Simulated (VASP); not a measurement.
**P: relaxation of cell and atoms with PBE**

Crystal: P.

```
CELL_PARAMETERS angstrom
2.43164 0.00000 0.00000
0.00000 2.43164 0.00000
0.00000 0.00000 2.43164
ATOMIC_POSITIONS crystal
P 0.00000 0.00000 0.00000
```

This isn't the form of P at room conditions, which is orthorhombic.

* Program: VASP 6.6.1
* Task: relaxation of cell and atoms
* Functional: PBE
* Potentials or basis: VASP PAW PBE potentials, release 64 (P)
* Cutoff: 600 eV
* k mesh: 15 × 15 × 15
* Occupations: fermi-dirac, width 0.05 eV
* Spin: no spin polarisation
* Target pressure: 2.2 GPa
* Dipole correction: no
* Further INCAR settings: ALGO = Normal; EDIFF = 1e-06; IBRION = 2; EDIFFG = -0.005; NSW = 32; ISIF = 3

```
Relaxed volume                                             : 14.35 Å³/atom
Relaxed cell                                               : a = 2.430 Å, b = 2.430 Å, c = 2.430 Å, α = 90.00°, β = 90.00°, γ = 90.00°
Space group after relaxing (to 0.1 Å)                      : Pm-3m (No. 221)
Energy change on relaxing (the run minimises the enthalpy) : +0.4 meV/atom
Ionic steps                                                : 3
Pressure after relaxing                                    : 2.2 GPa
Band gap on the k mesh                                     : zero (an odd number of electrons rules out a gap without spin polarisation)
```

The path:
```
step  energy change (eV)  largest force (eV/Å)  pressure (GPa)  volume (Å³)
   1              0.0000                0.0000            1.92        14.38
   2              0.0007                0.0000            2.38        14.33
   3              0.0004                0.0000            2.20        14.35
```

Final structure:
```yaml
crystal:
  lattice:
    - [2.42988, 0.00000, 0.00000]
    - [0.00000, 2.42988, 0.00000]
    - [0.00000, 0.00000, 2.42988]
  atoms:
    - { symbol: P, position: [0.00000, 0.00000, 0.00000] }
```

Levels at points of the mesh, in eV from the Fermi level:
```tsv
k point	band 1	band 2	band 3	band 4	band 5	band 6
(0.00, 0.00, 0.00)	-16.75	5.01	5.01	5.01	6.69	6.69
```

It took 6.6 s on 1 thread of AMD EPYC 9R45 96-Core Processor (Zen 5), with other jobs on the host, peak memory 0.09 GiB.

Caveat: the cell is relaxed towards a set pressure, so the run minimises the enthalpy, not the energy.
